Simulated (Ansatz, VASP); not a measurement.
# One calculation of Cu3O2, two programs

```
CELL_PARAMETERS angstrom
5.90269 0.00000 0.00000
-2.95134 5.11188 0.00000
0.00000 0.00000 2.73438
ATOMIC_POSITIONS crystal
Cu 0.15575 0.84425 0.50000
Cu 0.15575 0.31150 0.50000
Cu 0.68850 0.84425 0.50000
O 0.00000 0.00000 0.00000
O 0.33333 0.66667 0.50000
```

Alike in both runs: functional PBE; k mesh 6 × 6 × 14; occupations gaussian, width 0.1 eV; collinear spin.

Ansatz relaxed the structure, and its values are those at the end. VASP's run is a single point on that final structure, the one shown.

|  | VASP | Ansatz |
| --- | --- | --- |
| version | VASP 6.6.1 | Ansatz 0.2.0 |
| potentials or method | VASP PAW PBE potentials, release 64 (Cu, O), cutoff 520 eV | scalar-relativistic, plane waves, PAW |
| valence electrons in the cell | 45 | 69 |

|  | VASP | Ansatz | Ansatz less VASP |
| --- | --- | --- | --- |
| gap on the k mesh at the Fermi level (eV) | none | none | - |
| pressure (GPa) | 0.4 | 0.0 | -0.41 |
| rms of the force components (eV/Å) | 0.035 | 0.000 | -0.0343 |
| net moment per atom (μB) | 0.17 | 0.18 | +0.001 |
| size of the moment on the site where the two differ most (μB) | 0.07 | 0.08 | +0.006 |

Site moments also hang on the region over which each program counts them. A gap of «none» marks a metal or a gap that the smearing closes. The functional is the same, so the differences come from potentials, cutoffs and numerics. VASP's potentials hold 45 valence electrons a cell and Ansatz's 69, so a difference there can come from the potentials and not from the codes.
